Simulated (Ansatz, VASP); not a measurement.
# One calculation of Cr, two programs

```xyz
1
Lattice="2.2514 0.0000 0.0000 0.0000 2.2514 0.0000 0.0000 0.0000 2.2514" Properties=species:S:1:pos:R:3 pbc="T T T"
Cr    0.0000    0.0000    0.0000
```

Alike in both runs: task single point; functional LDA; k mesh 15 × 15 × 15; occupations fermi-dirac, width 0.1 eV; no spin polarisation.

|  | VASP | Ansatz |
| --- | --- | --- |
| version | VASP 6.6.1 | Ansatz 0.2.0 |
| potentials or method | VASP PAW LDA potentials, release 64 (Cr_pv), cutoff 520 eV | plane waves (420 eV) with PAW, scalar-relativistic |
| valence electrons in the cell | 12 | 14 |

```csv
,VASP,Ansatz,Ansatz less VASP
pressure (GPa),10.9,10.3,-0.57
```

Ansatz warns that its potentials were made for another functional, while VASP's fit it. LDA's correlation is that of Perdew and Zunger in VASP and of Perdew and Wang (1992) in Ansatz. VASP's potentials hold 12 valence electrons a cell and Ansatz's 14, so a difference there can come from the potentials and not from the codes.
